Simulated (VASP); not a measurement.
Write the native input for VASP 6.6.1 that does the following.

- Task: single point
- Functional: LDA
- Potentials or basis: VASP PAW LDA potentials, release 64 (Pt)
- Cutoff: 520 eV
- k mesh: 15 × 15 × 11
- Occupations: fermi-dirac, width 0.05 eV
- Spin: no spin polarisation
- Dipole correction: no
- Further INCAR settings: ALGO = Normal; EDIFF = 1e-06; NBANDS = 17

The structure of Pt lies in POSCAR:

```
Pt
1.0
    1.9469469005      1.9469469005      0.0000000000
   -1.9469469005      1.9469469005      0.0000000000
    0.0000000000      0.0000000000      3.8938938009
Pt
2
Direct
    0.0000000000      0.0000000000      0.0000000000
    0.5000000000      0.5000000000      0.5000000000
```

The input as run:

INCAR

```
SYSTEM = Pt
ALGO     = Normal         ! electronic algorithm
EDIFF    = 1E-6           ! SCF threshold, eV
ENCUT    = 520            ! plane-wave cutoff, eV
ISIF     = 2              ! what is computed and relaxed
ISMEAR   = -1             ! smearing method
LASPH    = .True.         ! aspherical terms in the spheres
LCHARG   = .False.        ! write CHGCAR
LREAL    = .False.        ! projectors in reciprocal space
LWAVE    = .False.        ! write WAVECAR
NBANDS   = 17             ! bands
NELM     = 100            ! most SCF steps
PREC     = Accurate       ! precision mode
SIGMA    = 0.05           ! smearing width, eV
```

KPOINTS

```
k-points
0
Gamma
  15 15 11
  0 0 0
```

Potentials or basis: VASP PAW LDA potentials, release 64 (Pt).

Run with:

```sh
$ cat potpaw_LDA.64/Pt/POTCAR > POTCAR
$ mpirun -np 1 vasp_std > vasp.out
```

Results of the run:

```yaml
Pressure: 0.8 GPa
Band_gap_on_the_k_mesh: zero (band 10 reaches 12.08 eV, above the bottom of band 11 at 10.34 eV)
```

Caveat: spin-orbit coupling is left out, which moves the levels of the heavy elements.

It took 48 s on 1 thread of Intel(R) Xeon(R) Platinum 8488C (Sapphire Rapids), with other jobs on the host, peak memory 0.19 GiB.
